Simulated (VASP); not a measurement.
# Pd in VASP: single point with PBE

Aim: the single point of Pd with PBE.

Program: VASP 6.6.1. These are calculated values, not measurements. Logs are shortened: lines on timing, memory, paths and dates and some standing lists are left out, and cuts for length are marked.

### Step 1. The cell of the first run

The cell holds a slab with vacuum, 4 atoms: a = 2.789 Å, b = 2.789 Å, c = 21.916 Å, α = 90.00°, β = 90.00°, γ = 90.00°.

### Step 2. Single point, PBE

Input file INCAR:

```
SYSTEM = Pd
ALGO = Normal
DIPOL = 0.5 0.5 0.500
EDIFF = 1E-6
ENCUT = 520
GGA = PE
IDIPOL = 3
ISIF = 2
ISMEAR = -1
LASPH = .TRUE.
LCHARG = .FALSE.
LDIPOL = .TRUE.
LREAL = .FALSE.
LWAVE = .FALSE.
NBANDS = 28
NELM = 60
PREC = Accurate
SIGMA = 0.05
```

Input file KPOINTS:

```
k-points
0
G
  12 12 1
  0 0 0
```

Input file POSCAR:

```
Pd
1.0
    2.7888697466      0.0000000000      0.0000000000
    0.0000000000      2.7888697466      0.0000000000
    0.0000000000      0.0000000000     21.9161000000
Pd
4
Direct
    0.2500000000      0.2500000000      0.3670678680
    0.7500000000      0.7500000000      0.4554426021
    0.2500000000      0.2500000000      0.5445573986
    0.7500000000      0.7500000000      0.6329321308
```

Potentials or basis: VASP PAW PBE potentials, release 64 (Pd).

On the command line:

```console
> cat potpaw_PBE.64/Pd/POTCAR > POTCAR
> mpirun -np 1 vasp_std > vasp.out
```

OUTCAR:

```text
SYSTEM = Pd
   EDIFF = 1E-6
   ENCUT = 520
   GGA = PE
   ISIF = 2
   ISMEAR = -1
   LASPH = .TRUE.
   LREAL = .FALSE.
   NELM = 60
   PREC = Accurate

 ion  position               nearest neighbor table
   1  0.250  0.250  0.367-   2 2.76   2 2.76   2 2.76   2 2.76
   2  0.750  0.750  0.455-   1 2.76   1 2.76   1 2.76   1 2.76   3 2.78   3 2.78   3 2.78   3 2.78

   3  0.250  0.250  0.545-   4 2.76   4 2.76   4 2.76   4 2.76   2 2.78   2 2.78   2 2.78   2 2.78

   4  0.750  0.750  0.633-   3 2.76   3 2.76   3 2.76   3 2.76

  LATTYP: Found a simple tetragonal cell.
 ALAT       =     2.7888697466
 C/A-ratio  =     7.8584164882

  Lattice vectors:

 A1 = (   2.7888697466,   0.0000000000,   0.0000000000)
 A2 = (   0.0000000000,   2.7888697466,   0.0000000000)
 A3 = (   0.0000000000,   0.0000000000,  21.9161000000)

Analysis of symmetry for initial positions (statically):
=====================================================================
 Subroutine PRICEL returns:
 Original cell was already a primitive cell.

 Routine SETGRP: Setting up the symmetry group for a
 simple tetragonal supercell.

 Subroutine GETGRP returns: Found 16 space group operations
 (whereof  4 operations were pure point group operations)
 out of a pool of 16 trial point group operations.

The static configuration has the point symmetry C_2h.
 The point group associated with its full space group is D_4h.

Analysis of symmetry for dynamics (positions and initial velocities):
=====================================================================
 Subroutine PRICEL returns:
 Original cell was already a primitive cell.

 Routine SETGRP: Setting up the symmetry group for a
 simple tetragonal supercell.

 Subroutine GETGRP returns: Found 16 space group operations
 (whereof  4 operations were pure point group operations)
 out of a pool of 16 trial point group operations.

The dynamic configuration has the point symmetry C_2h.
 The point group associated with its full space group is D_4h.

 Subroutine INISYM returns: Found 16 space group operations
 (whereof  4 operations are pure point group operations),
 and found     1 'primitive' translations

----------------------------------------------------------------------------------------

                                     Primitive cell

  volume of cell :     170.4589

  direct lattice vectors                    reciprocal lattice vectors
     2.788869747  0.000000000  0.000000000     0.358568198  0.000000000  0.000000000
     0.000000000  2.788869747  0.000000000     0.000000000  0.358568198  0.000000000
     0.000000000  0.000000000 21.916100000     0.000000000  0.000000000  0.045628556

  length of vectors
     2.788869747  2.788869747 21.916100000     0.358568198  0.358568198  0.045628556

  position of ions in fractional coordinates (direct lattice)
     0.250000000  0.250000000  0.367067868
     0.750000000  0.750000000  0.455442602
     0.250000000  0.250000000  0.544557399
     0.750000000  0.750000000  0.632932131

  ion indices of the primitive-cell ions
   primitive index   ion index
                 1           1
                 2           2
                 3           3
                 4           4

----------------------------------------------------------------------------------------

 KPOINTS: k-points

Automatic generation of k-mesh.
 Grid dimensions read from file:
 generate k-points for:   12   12    1

 Generating k-lattice:

  Cartesian coordinates                     Fractional coordinates (reciprocal lattice)
     0.029880683  0.000000000  0.000000000     0.083333333  0.000000000  0.000000000
     0.000000000  0.029880683  0.000000000     0.000000000  0.083333333  0.000000000
     0.000000000  0.000000000  0.045628556     0.000000000  0.000000000  1.000000000

  Length of vectors
     0.029880683  0.029880683  0.045628556

  Shift w.r.t. Gamma in fractional coordinates (k-lattice)
     0.000000000  0.000000000  0.000000000

 Subroutine IBZKPT returns following result:
 ===========================================

 Found     28 irreducible k-points:

 Following reciprocal coordinates:
            Coordinates               Weight
  0.000000  0.000000  0.000000      1.000000
  0.083333  0.000000  0.000000      4.000000
  0.166667  0.000000  0.000000      4.000000
  0.250000  0.000000  0.000000      4.000000
  0.333333  0.000000  0.000000      4.000000
  0.416667  0.000000  0.000000      4.000000
[... 16 lines left out ...]
  0.333333  0.333333  0.000000      4.000000
  0.416667  0.333333  0.000000      8.000000
 [... further k-points ...]
   k-points           NKPTS =     28   k-points in BZ     NKDIM =     28   number of bands    NBANDS=     28
   number of dos      NEDOS =    301   number of ions     NIONS =      4
   total plane-waves  NPLWV =  96768
   dimension x,y,z NGX =    24 NGY =   24 NGZ =  168
   dimension x,y,z NGXF=    48 NGYF=   48 NGZF=  336
   ions per type =               4
   NGX,Y,Z   is equivalent  to a cutoff of  14.31, 14.31, 12.74 a.u.
   NGXF,Y,Z  is equivalent  to a cutoff of  28.61, 28.61, 25.49 a.u.
 SYSTEM =  Pd
   PREC   = accura    normal or accurate (medium, high low for compatibility)
   ISTART =      0    job   : 0-new  1-cont  2-samecut
   ICHARG =      2    charge: 1-file 2-atom 10-const
   ISPIN  =      1    spin polarized calculation?
   LNONCOLLINEAR =      F non collinear calculations
   LSORBIT =      F    spin-orbit coupling
   LASPH  =      T    aspherical Exc in radial PAW
   ENCUT  =  520.0 eV  38.22 Ry    6.18 a.u.   5.19  5.19 40.75*2*pi/ulx,y,z
   NELM   =     60;   NELMIN=  2; NELMDL= -5     # of ELM steps
   EDIFF  = 0.1E-05   stopping-criterion for ELM
   LREAL  =      F    real-space projection
   EDIFFG = 0.1E-04   stopping-criterion for IOM
   NSW    =      0    number of steps for IOM
   IBRION =     -1    ionic relax: 0-MD 1-quasi-New 2-CG
   NFREE  =      0    steps in history (QN), initial steepest desc. (CG)
   ISIF   =      2    stress and relaxation
   ISYM   =      2    0-nonsym 1-usesym 2-fastsym
   POTIM  = 0.5000    time-step for ionic-motion
   TEBEG  =    0.0;   TEEND  =   0.0 temperature during run
   PSTRESS=    0.0 pullay stress
   NELECT =      40.0000    total number of electrons
   NUPDOWN=      -1.0000    fix difference up-down
   EMIN   =  10.00;   EMAX   =-10.00  energy-range for DOS
   EFERMI =   0.00;   METHOD = LEGACY
   ISMEAR =    -1;   SIGMA  =   0.05  broadening in eV -4-tet -1-fermi 0-gaus
   EFERMI_NEDOS =   21; number of points for ismear=-14 and -15
   IALGO  =     38    algorithm
   IMIX   =      4    mixing-type and parameters
     AMIX     =   0.40;   BMIX     =  1.00
     AMIX_MAG =   1.60;   BMIX_MAG =  1.00
  volume/ion in A,a.u.               =      42.61       287.58
  Fermi-wavevector in a.u.,A,eV,Ry     =   1.009768  1.908185 13.872926  1.019631
  Thomas-Fermi vector in A             =   2.142716
   LORBIT       =      0    0 simple, 1 ext, 2 COOP (PROOUT), +10 PAW based schemes
   GGA     = PE    functional components
   LHFCALC =     F    Hartree Fock is set to
   AEXX    =    0.0000 exact exchange contribution
   IVDW    =     0    specifies the selected vdW correction
   LEPSILON=     F    determine dielectric tensor
   LRPA    =     F    only Hartree local field effects (RPA)
 non-spin polarized calculation
  energy-cutoff  :      520.00
  volume of cell :      170.46
 maximum number of plane-waves:      4620
 NGX is ok and might be reduce to    24
   NGX = 11   NGY = 11   NGZ = 81

 dipolmoment           0.000000      0.000000     -0.000000 electrons x Angstroem

 number of electron      40.0000015 magnetization

 dipolmoment           0.000000      0.000000      0.000000 electrons x Angstroem

 Free energy of the ion-electron system (eV)
  ---------------------------------------------------
  ext. energy  EPLUGINS =         0.00000000
  ---------------------------------------------------
  free energy    TOTEN  =       -19.42960236 eV

  energy without entropy =      -19.35077410  energy(sigma->0) =      -19.39018823

 E-fermi :   0.0521     XC(G=0):  -5.4515

 val. band max:        0.0443608409   @ k =   0.0000   0.0000   0.0000
 cond. band min:       0.0533534128   @ k =   0.3333   0.1667   0.0000
 fundamental gap:      0.0089925719
 Fermi energy:         0.0520883658

 k-point     1 :       0.0000    0.0000    0.0000
  band No.  band energies     occupation
      1      -6.2433      2.00000
      2      -4.9431      2.00000
      3      -4.5930      2.00000
      4      -4.5647      2.00000
      5      -4.1201      2.00000
      6      -3.9187      2.00000
[... 20 lines left out ...]
     27       5.3137      0.00000
     28       6.4270      0.00000

 k-point     2 :       0.0833    0.0000    0.0000
  band No.  band energies     occupation
      1      -6.0898      2.00000
      2      -4.8294      2.00000
      3      -4.4974      2.00000
      4      -4.4602      2.00000
      5      -4.0299      2.00000
      6      -3.8221      2.00000
[... 20 lines left out ...]
     27       5.4512      0.00000
     28       6.5858      0.00000

 k-point     3 :       0.1667    0.0000    0.0000
  band No.  band energies     occupation
      1      -5.6669      2.00000
      2      -4.6090      2.00000
      3      -4.2704      2.00000
      4      -4.1303      2.00000
      5      -3.9602      2.00000
      6      -3.3865      2.00000
[... 20 lines left out ...]
     27       5.8589      0.00000
     28       7.0650      0.00000

 k-point     4 :       0.2500    0.0000    0.0000
  band No.  band energies     occupation
      1      -5.1116      2.00000
      2      -4.4780      2.00000
      3      -4.0730      2.00000
      4      -3.9327      2.00000
      5      -3.6215      2.00000
      6      -2.8345      2.00000
[... 578 lines left out ...]
     27       8.8973      0.00000
     28       8.8973      0.00000

 k-point    23 :       0.3333    0.3333    0.0000
  band No.  band energies     occupation
      1      -4.1882      2.00000
      2      -4.0750      2.00000
      3      -4.0363      2.00000
      4      -3.9480      2.00000
      5      -3.3221      2.00000
      6      -3.1710      2.00000
[... 20 lines left out ...]
     27       9.0532      0.00000
     28       9.4881      0.00000

 k-point    24 :       0.4167    0.3333    0.0000
  band No.  band energies     occupation
      1      -4.3258      2.00000
      2      -4.2760      2.00000
      3      -4.1969      2.00000
      4      -4.1580      2.00000
      5      -3.3902      2.00000
      6      -3.3507      2.00000
[... 20 lines left out ...]
     27       9.4823      0.00000
     28       9.6311      0.00000

 [... further k-points ...]

------------------------ aborting loop because EDIFF is reached ----------------------------------------

 vacuum level on the upper side and lower side of the slab       (xc-potential included)        -0.142        -0.142

  FORCE on cell =-STRESS in cart. coord.  units (eV):
  Direction    XX          YY          ZZ          XY          YZ          ZX
  --------------------------------------------------------------------------------------
  -------------------------------------------------------------------------------------
  Total       -1.8545358     -1.8545358     -0.0965243      0.0000000      0.0000000      0.0000000
  in kB      -17.4311510    -17.4311510     -0.9072509      0.0000000      0.0000000      0.0000000
  external PRESSURE =     -11.9231843 kB  Pullay stress =       0.0000000 kB

 VOLUME and BASIS-vectors are now :
 -----------------------------------------------------------------------------
  energy-cutoff  :      520.00
  volume of cell :      170.46
      direct lattice vectors                 reciprocal lattice vectors
     2.788869747  0.000000000  0.000000000     0.358568198  0.000000000  0.000000000
     0.000000000  2.788869747  0.000000000     0.000000000  0.358568198  0.000000000
     0.000000000  0.000000000 21.916100000     0.000000000  0.000000000  0.045628556

 POSITION                                       TOTAL-FORCE (eV/Angst)
 -----------------------------------------------------------------------------------
      0.69722      0.69722      8.04470        -0.000000     -0.000000      0.011029
      2.09165      2.09165      9.98153        -0.000000     -0.000000     -0.000229
      0.69722      0.69722     11.93457         0.000000      0.000000      0.000229
      2.09165      2.09165     13.87140        -0.000000      0.000000     -0.011029
 -----------------------------------------------------------------------------------
    total drift:                                0.000000      0.000000      0.000008

  FREE ENERGIE OF THE ION-ELECTRON SYSTEM (eV)
  ---------------------------------------------------
  free  energy   TOTEN  =       -19.4296023570 eV

  energy  without entropy=      -19.3507741030  energy(sigma->0) =      -19.39018823

 vacuum level on the upper side and lower side of the slab         5.034         5.034
```

Wall time 4.8 min (1 thread of Intel Xeon 8259CL, shared host); peak memory 0.35 GiB.

Results:

- Free energy: -19.4296 eV
- Largest force: 0.011 eV/Å
- Band gap on the k mesh: zero (bands 20 and 21 overlap by 0.79 eV)

Forces in eV/Å, atoms in the order of the input:
```
Pd   0.000  0.000  0.011
Pd   0.000  0.000  0.000
Pd   0.000  0.000  0.000
Pd   0.000  0.000 -0.011
```
